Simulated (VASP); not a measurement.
# Zr3TiSi8 (C222) in VASP: single point with PBEsol

Aim: the single point of Zr3TiSi8 with PBEsol.

Everything below comes from runs of VASP 6.6.1. Logs are shortened: lines on timing, memory, paths and dates and some standing lists are left out, and cuts for length are marked.

**1. The cell of the first run**

The structure is orthorhombic, space group C222 (No. 21). Conventional cell: a = 8.603 Å, b = 8.893 Å, c = 5.039 Å, α = 90.00°, β = 90.00°, γ = 90.00°. Zr (site symmetry 2) has 10 Si at 2.67 to 2.94 Å and 2 Zr at 3.34 Å and 2 Ti at 3.34 Å within 3.5 Å. Zr (site symmetry 222) has 10 Si at 2.73 to 2.99 Å and 4 Zr at 3.34 Å within 3.6 Å. Ti (site symmetry 222) has 10 Si at 2.62 to 2.92 Å and 4 Zr at 3.34 Å within 3.5 Å. Within 3.5 Å of Si (site symmetry 1) lie 9 Si at 2.58 to 3.42 Å and 1 Ti at 2.62 Å and 4 Zr at 2.73 to 2.94 Å. Within 3.5 Å of Si (site symmetry 2) lie 9 Si at 2.58 to 3.42 Å and 3 Zr at 2.68 to 2.99 Å and 2 Ti at 2.84 Å. Si (site symmetry 2) has 9 Si at 2.66 to 3.38 Å and 4 Zr at 2.67 to 2.88 Å and 1 Ti at 2.92 Å within 3.5 Å.

**2. Single point, PBEsol**

POSCAR reads:

```
Zr3TiSi8
1.0
    4.3015640991     -4.4462632096      0.0000000000
    4.3015640991      4.4462632096      0.0000000000
    0.0000000000      0.0000000000      5.0394122640
Zr Ti Si
3 1 8
Direct
    0.0000000000      0.5000000000      0.7484824753
    0.5000000000      0.0000000000      0.2515175247
    0.0000000000      0.0000000000      0.5000000000
    0.5000000000      0.5000000000      0.0000000000
    0.8355305419      0.3476394964      0.2448957369
    0.3476394964      0.8355305419      0.7551042631
    0.1644694581      0.6523605036      0.2448957369
    0.6523605036      0.1644694581      0.7551042631
    0.6528588599      0.6528588599      0.5000000000
    0.1610318869      0.1610318869      0.0000000000
    0.3471411401      0.3471411401      0.5000000000
    0.8389681131      0.8389681131      0.0000000000
```

INCAR.step1 reads:

```
PREC = Accurate
ENCUT = 400
EDIFF = 1E-6
ISMEAR = 0
SIGMA = 0.1
LREAL = F
LASPH = T
NELM = 120
ALGO = Normal
ISIF = 2
LWAVE = F
LCHARG = T
LMAXMIX = 4
GGA = PS
NBANDS = 52
GGA_COMPAT = F
NEDOS = 2001
LORBIT = 11
```

KPOINTS.step1 reads:

```
Automatic mesh
0
Gamma
  6 6 8
```

INCAR.step2 reads:

```
PREC = Accurate
ENCUT = 400
EDIFF = 1E-6
ISMEAR = -5
SIGMA = 0.1
LREAL = F
LASPH = T
NELM = 120
ALGO = Normal
ISIF = 2
LWAVE = F
LCHARG = F
LMAXMIX = 4
GGA = PS
LORBIT = 10
NEDOS = 1001
ICHARG = 11
GGA_COMPAT = F
```

KPOINTS.step2 reads:

```
Automatic mesh
0
Gamma
  9 9 12
```

Potentials or basis: VASP PAW PBE potentials, release 64 (Zr_sv, Ti_sv, Si).

The run is started by

```bash
> cat potpaw_PBE.64/Zr_sv/POTCAR potpaw_PBE.64/Ti_sv/POTCAR potpaw_PBE.64/Si/POTCAR > POTCAR
> cp INCAR.step1 INCAR
> cp KPOINTS.step1 KPOINTS
> mpirun -np 1 vasp_std > vasp.out
> cp INCAR.step2 INCAR
> cp KPOINTS.step2 KPOINTS
> mpirun -np 1 vasp_std > vasp.out
```

OUTCAR:

```text
PREC = Accurate
   ENCUT = 400
   EDIFF = 1E-6
   ISMEAR = -5
   LREAL = F
   LASPH = T
   NELM = 120
   ISIF = 2
   GGA = PS
   LORBIT = 10
   ICHARG = 11

 ion  position               nearest neighbor table
   1  0.000  0.500  0.748-  10 2.67  12 2.67  11 2.68   9 2.68   5 2.85   7 2.85   5 2.88   7 2.88
                             6 2.94   8 2.94   3 3.34   3 3.34   4 3.34   4 3.34
   2  0.500  0.000  0.252-  10 2.67  12 2.67  11 2.68   9 2.68   6 2.85   8 2.85   6 2.88   8 2.88
                             7 2.94   5 2.94   3 3.34   3 3.34   4 3.34   4 3.34
   3  0.000  0.000  0.500-   5 2.73   6 2.73   7 2.73   8 2.73  10 2.88  12 2.88  10 2.88  12 2.88
                            11 2.99   9 2.99   1 3.34   2 3.34   1 3.34   2 3.34
   4  0.500  0.500  0.000-   5 2.62   6 2.62   7 2.62   8 2.62   9 2.84  11 2.84   9 2.84  11 2.84
                            10 2.92  12 2.92   1 3.34   2 3.34   2 3.34   1 3.34
   5  0.836  0.348  0.245-   9 2.58   4 2.62  10 2.66   7 2.73   3 2.73   1 2.85   1 2.88   8 2.93
                             2 2.94   8 3.02
   6  0.348  0.836  0.755-   9 2.58   4 2.62  10 2.66   8 2.73   3 2.73   2 2.85   2 2.88   7 2.93
                             1 2.94   7 3.02
   7  0.164  0.652  0.245-  11 2.58   4 2.62  12 2.66   5 2.73   3 2.73   1 2.85   1 2.88   6 2.93
                             2 2.94   6 3.02
   8  0.652  0.164  0.755-  11 2.58   4 2.62  12 2.66   6 2.73   3 2.73   2 2.85   2 2.88   5 2.93
                             1 2.94   5 3.02
   9  0.653  0.653  0.500-   5 2.58   6 2.58  11 2.63   2 2.68   1 2.68   4 2.84   4 2.84  12 2.99
                            12 2.99   3 2.99
  10  0.161  0.161  0.000-   5 2.66   6 2.66   1 2.67   2 2.67  12 2.77   3 2.88   3 2.88   4 2.92
                            11 2.99  11 2.99
  11  0.347  0.347  0.500-   7 2.58   8 2.58   9 2.63   2 2.68   1 2.68   4 2.84   4 2.84  10 2.99
                            10 2.99   3 2.99
  12  0.839  0.839  0.000-   7 2.66   8 2.66   1 2.67   2 2.67  10 2.77   3 2.88   3 2.88   4 2.92
                             9 2.99   9 2.99

  LATTYP: Found a base centered orthorhombic cell.
 ALAT       =     8.6031281982
 B/A-ratio  =     1.0336387200
 C/A-ratio  =     0.5857651017

  Lattice vectors:

 A1 = (   4.3015640991,  -4.4462632096,   0.0000000000)
 A2 = (   4.3015640991,   4.4462632096,   0.0000000000)
 A3 = (   0.0000000000,   0.0000000000,   5.0394122640)

Analysis of symmetry for initial positions (statically):
=====================================================================
 Subroutine PRICEL returns:
 Original cell was already a primitive cell.

 Routine SETGRP: Setting up the symmetry group for a
 base centered orthorhombic supercell.

 Subroutine GETGRP returns: Found  4 space group operations
 (whereof  4 operations were pure point group operations)
 out of a pool of  8 trial point group operations.

[... 168 lines left out ...]
 Fermi weights with tetrahedron method with Bloechl corrections
  energy-cutoff  :      400.00
  volume of cell :      192.77
 maximum number of plane-waves:      3525

 number of electron      80.0000002 magnetization

 Free energy of the ion-electron system (eV)
  ---------------------------------------------------
  ext. energy  EPLUGINS =         0.00000000
  ---------------------------------------------------
  free energy    TOTEN  =       -89.27492181 eV

  energy without entropy =      -89.27492181  energy(sigma->0) =      -89.27492181

 E-fermi :   9.4669     XC(G=0): -11.4880

 val. band max:        9.5438373632   @ k =   0.3333  -0.0000   0.5000
 cond. band min:       9.3065946063   @ k =  -0.2222   0.2222   0.3333
 fundamental gap:     -0.2372427570
 Fermi energy:         9.4669089928

 k-point     1 :       0.0000    0.0000    0.0000
  band No.  band energies     occupation
      1     -46.7450      2.00000
      2     -38.4268      2.00000
      3     -38.3188      2.00000
      4     -38.3146      2.00000
      5     -23.1451      2.00000
      6     -23.1421      2.00000
[... 1213 lines left out ...]
     47      12.3374      0.00000
     48      12.8018      0.00000

 [... further k-points ...]

------------------------ aborting loop because EDIFF is reached ----------------------------------------

  FORCE on cell =-STRESS in cart. coord.  units (eV):
  Direction    XX          YY          ZZ          XY          YZ          ZX
  --------------------------------------------------------------------------------------
  -------------------------------------------------------------------------------------
  Total       -4.0795610     -4.3278864     -4.3094018      0.0000000      0.0000000      0.0000000
  in kB      -33.9072497    -35.9712051    -35.8175702      0.0000000      0.0000000      0.0000000
  external PRESSURE =     -35.2320083 kB  Pullay stress =       0.0000000 kB

 VOLUME and BASIS-vectors are now :
 -----------------------------------------------------------------------------
  energy-cutoff  :      400.00
  volume of cell :      192.77
      direct lattice vectors                 reciprocal lattice vectors
     4.301564099 -4.446263210  0.000000000     0.116236789 -0.112453981  0.000000000
     4.301564099  4.446263210  0.000000000     0.116236789  0.112453981  0.000000000
     0.000000000  0.000000000  5.039412264     0.000000000  0.000000000  0.198435839

 POSITION                                       TOTAL-FORCE (eV/Angst)
 -----------------------------------------------------------------------------------
      2.15078      2.22313      3.77191         0.000000      0.000000     -0.003723
      2.15078     -2.22313      1.26750         0.000000      0.000000      0.003723
      0.00000      0.00000      2.51971         0.000000      0.000000      0.000000
      4.30156      0.00000      0.00000         0.000000      0.000000      0.000000
      5.08948     -2.16929      1.23413        -0.019817      0.014038     -0.001132
      5.08948      2.16929      3.80528        -0.019817     -0.014038      0.001132
      3.51365      2.16929      1.23413         0.019817     -0.014038     -0.001132
      3.51365     -2.16929      3.80528         0.019817      0.014038      0.001132
      5.61663      0.00000      2.51971         0.015532      0.000000      0.000000
      1.38538      0.00000      0.00000         0.021859      0.000000      0.000000
      2.98650      0.00000      2.51971        -0.015532      0.000000      0.000000
      7.21775      0.00000      0.00000        -0.021859      0.000000      0.000000
 -----------------------------------------------------------------------------------
    total drift:                                0.000000     -0.000000     -0.000000

  FREE ENERGIE OF THE ION-ELECTRON SYSTEM (eV)
  ---------------------------------------------------
  free  energy   TOTEN  =       -89.2749218075 eV

  energy  without entropy=      -89.2749218075  energy(sigma->0) =      -89.27492181

 total charge

# of ion       s       p       d       tot
------------------------------------------
    1        2.169   6.001   1.813   9.983
    2        2.169   6.001   1.813   9.983
    3        2.166   5.997   1.766   9.928
    4        2.161   6.136   1.984  10.281
    5        0.777   0.830   0.000   1.607
    6        0.777   0.830   0.000   1.607
    7        0.777   0.830   0.000   1.607
    8        0.777   0.830   0.000   1.607
    9        0.777   0.835   0.000   1.613
   10        0.784   0.824   0.000   1.608
   11        0.777   0.835   0.000   1.613
   12        0.784   0.824   0.000   1.608
--------------------------------------------------
tot         14.892  30.773   7.376  53.042
```

It took 9.5 min on 1 thread of Intel Xeon 6975P-C (Granite Rapids), shared host; peak memory 0.86 GiB.

What came out:

```
Valence electrons inside the program's atomic spheres : Zr 9.98, 9.93 (each value once); Ti 10.28; Si 1.61
```

Caveat: the PAW data sets were made with another functional, which shifts forces and pressure a little; tetrahedron occupations give inexact forces and stress in metals.
